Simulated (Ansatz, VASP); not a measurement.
# MoS2 in VASP and in Ansatz

```
CELL_PARAMETERS angstrom
3.22746 0.00000 0.00000
-1.61373 2.79507 0.00000
0.00000 0.00000 6.31247
ATOMIC_POSITIONS crystal
Mo 0.00000 0.00000 0.50000
S 0.66667 0.33333 0.74468
S 0.33333 0.66667 0.25532
```

Alike in both runs: task relaxation of cell and atoms; functional revPBE; dispersion D4; k mesh 9 × 9 × 4; occupations fermi-dirac, width 0.05 eV; no spin polarisation.

|  | VASP | Ansatz |
| --- | --- | --- |
| version | VASP 6.6.1 | Ansatz 0.2.0 |
| potentials or method | VASP PAW PBE potentials, release 64 (Mo_sv, S) | Ansatz PAW |
| plane-wave cutoff (eV) | 600 | 420 |
| valence electrons in the cell | 26 | 26 |

```csv
,VASP,Ansatz,Ansatz less VASP
"gap on the k mesh at the Fermi level, each at its own relaxed structure (eV)",none,none,-
relaxed volume (Å³/atom),16.34,16.34,-0.005
relaxed cell length with the largest relative difference (Å),5.648,5.639,-0.0096
```

VASP's potentials were made for PBE, not for revPBE. A gap of «none» marks a metal or a gap that the smearing closes.

Noted on Ansatz's run: the plane-wave basis is chosen anew once the cell has moved, so the energies of steps on either side of that aren't comparable.
